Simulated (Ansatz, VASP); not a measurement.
**SnSe: VASP beside Ansatz**

```
Sn Se
1.0
     0.00000    3.03037    3.03037
     3.03037    0.00000    3.03037
     3.03037    3.03037    0.00000
Sn Se
1 1
Cartesian
  0.0000 0.0000 0.0000
  3.0304 3.0304 3.0304
```

Change from the starting cell: volume scaled by 1.02, PAW files.

Alike in both runs: task electric field gradients; functional PBEsol; k mesh 11 × 11 × 11; occupations fermi-dirac, width 0.05 eV; no spin polarisation.

|  | VASP | Ansatz |
| --- | --- | --- |
| version | VASP 6.6.1 | Ansatz 0.2.0 |
| potentials or method | VASP PAW PBE potentials, release 64 (Sn_d, Se) | PAW with Ansatz's default frozen-core files, scalar-relativistic |
| plane-wave cutoff (eV) | 520 | 420 |
| valence electrons in the cell | 20 | 30 |

|  | VASP | Ansatz | Ansatz less VASP |
| --- | --- | --- | --- |
| pressure (GPa) | -2.7 | -2.7 | -0.01 |

VASP's potentials were made for PBE, not for PBEsol. With one functional, cell and mesh, what is left measures potentials, basis and numerics. VASP's potentials hold 20 valence electrons a cell and Ansatz's 30, so a difference there can come from the potentials and not from the codes.
